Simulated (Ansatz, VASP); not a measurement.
## TiC: VASP beside Ansatz

```
Ti C
1.0
     0.00000    2.16635    2.16635
     2.16635    0.00000    2.16635
     2.16635    2.16635    0.00000
Ti C
1 1
Cartesian
  0.0000 0.0000 0.0000
  2.1664 2.1664 2.1664
```

Alike in both runs: functional PBE; k mesh 16 × 16 × 16; occupations fermi-dirac, width 0.05 eV; no spin polarisation.

Ansatz relaxed the structure, and its values are those at the end. VASP's run is a single point on that final structure, the one shown.

|  | VASP | Ansatz |
| --- | --- | --- |
| version | VASP 6.6.1 | Ansatz 0.2.0 |
| potentials or method | VASP PAW PBE potentials, release 64 (Ti_sv, C) | PAW with Ansatz's default frozen-core files, scalar-relativistic |
| plane-wave cutoff (eV) | 520 | 420 |
| valence electrons in the cell | 16 | 16 |

Ansatz gave:

```
pressure (GPa) : 0.0
```

**Question.** Estimate VASP's values.

**Answer.** Pressure (GPa): 0.2.

The functional is the same, so the differences come from potentials, cutoffs and numerics.
